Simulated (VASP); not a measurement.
Wanted: the native input for a VASP 6.6.1 run.

| Property | Result |
| --- | --- |
| Task | single point |
| Functional | PBE |
| Potentials or basis | VASP PAW PBE potentials, release 64 (P, Ga_d, Sb) |
| Cutoff | 520 eV |
| k mesh | 4 × 4 × 4 |
| Occupations | fermi-dirac, width 0.02 eV |
| Spin | no spin polarisation |
| Dipole correction | no |
| Further INCAR settings | ALGO = Normal; EDIFF = 1e-07; NBANDS = 46 |

The structure of Ga4Sb3P lies in POSCAR:

```
Ga4Sb3P
1.0
    5.9613104520      0.0000000000      0.0000000000
    0.0000000000      5.9613104520      0.0000000000
    0.0000000000      0.0000000000      5.9613104520
P Ga Sb
1 4 3
Direct
    0.0000000000      0.0000000000      0.0000000000
    0.7637173562      0.7637173562      0.7637173562
    0.2362826438      0.2362826438      0.7637173562
    0.2362826438      0.7637173562      0.2362826438
    0.7637173562      0.2362826438      0.2362826438
    0.5000000000      0.5000000000      0.0000000000
    0.5000000000      0.0000000000      0.5000000000
    0.0000000000      0.5000000000      0.5000000000
```

One way to write it, as run:

INCAR

```
SYSTEM = Ga4Sb3P
ALGO = Normal
EDIFF = 1E-7
ENCUT = 520
GGA = PE
ISIF = 2
ISMEAR = -1
LASPH = .TRUE.
LCHARG = .FALSE.
LREAL = .FALSE.
LWAVE = .FALSE.
NBANDS = 46
NELM = 80
PREC = Accurate
SIGMA = 0.02
```

KPOINTS

```
k-points
0
G
  4 4 4
  0 0 0
```

Potentials or basis: VASP PAW PBE potentials, release 64 (P, Ga_d, Sb).

The run is started by

```bash
$ cat potpaw_PBE.64/P/POTCAR potpaw_PBE.64/Ga_d/POTCAR potpaw_PBE.64/Sb/POTCAR > POTCAR
$ mpirun -np 1 vasp_std > vasp.out
```

Results of the run:

| Quantity | Value |
| --- | --- |
| Pressure | 2.1 GPa |
| Largest force | 0.064 eV/Å |
| Band gap on the k mesh | zero (band 36 reaches 4.91 eV, above the bottom of band 37 at 4.87 eV) |

Caveat: spin-orbit coupling is left out, which moves the levels of the heavy elements.

Wall time 55 s on 1 thread of Intel(R) Xeon(R) 6975P-C (Granite Rapids), with other jobs on the host, peak memory 0.36 GiB.
